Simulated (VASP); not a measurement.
Here is a VASP 6.6.1 calculation.

INCAR

```
PREC = Accurate
ENCUT = 520
EDIFF = 1E-7
ISMEAR = 0
SIGMA = 0.01
LREAL = False
LASPH = True
NELM = 60
ALGO = Normal
ISIF = 2
LWAVE = False
LCHARG = False
GGA = PS
IBRION = 2
NSW = 50
EDIFFG = -0.01
```

The input KPOINTS:

```
regular mesh
0
Gamma
  8 8 8
```

File POSCAR:

```
FeSi
1.0
    4.4468774837      0.0000000000      0.0000000000
    0.0000000000      4.4468774837      0.0000000000
    0.0000000000      0.0000000000      4.4468774837
Fe Si
4 4
Direct
    0.1368592080      0.1368592080      0.1368592080
    0.3631407920      0.8631407920      0.6368592080
    0.6368592080      0.3631407920      0.8631407920
    0.8631407920      0.6368592080      0.3631407920
    0.8409915082      0.8409915082      0.8409915082
    0.6590084918      0.1590084918      0.3409915082
    0.3409915082      0.6590084918      0.1590084918
    0.1590084918      0.3409915082      0.6590084918
```

Potentials or basis: VASP PAW PBE potentials, release 64 (Fe, Si).

Command:

```sh
$ cat potpaw_PBE.64/Fe/POTCAR potpaw_PBE.64/Si/POTCAR > POTCAR
$ mpirun -np 1 vasp_std > vasp.out
```

Q: Predict the band gap on the k mesh.

A: 0.14 eV (least direct gap 0.16 eV).

Q: Predict the energy gained by relaxing.

A: 0.2 meV/atom.

Final structure:
```
Fe Si
1.0
     4.44688    0.00000    0.00000
     0.00000    4.44688    0.00000
     0.00000    0.00000    4.44688
Fe Si
4 4
Direct
  0.13608 0.13608 0.13608
  0.36392 0.86392 0.63608
  0.63608 0.36392 0.86392
  0.86392 0.63608 0.36392
  0.84046 0.84046 0.84046
  0.65954 0.15954 0.34046
  0.34046 0.65954 0.15954
  0.15954 0.34046 0.65954
```

 A k mesh can miss the band edges.
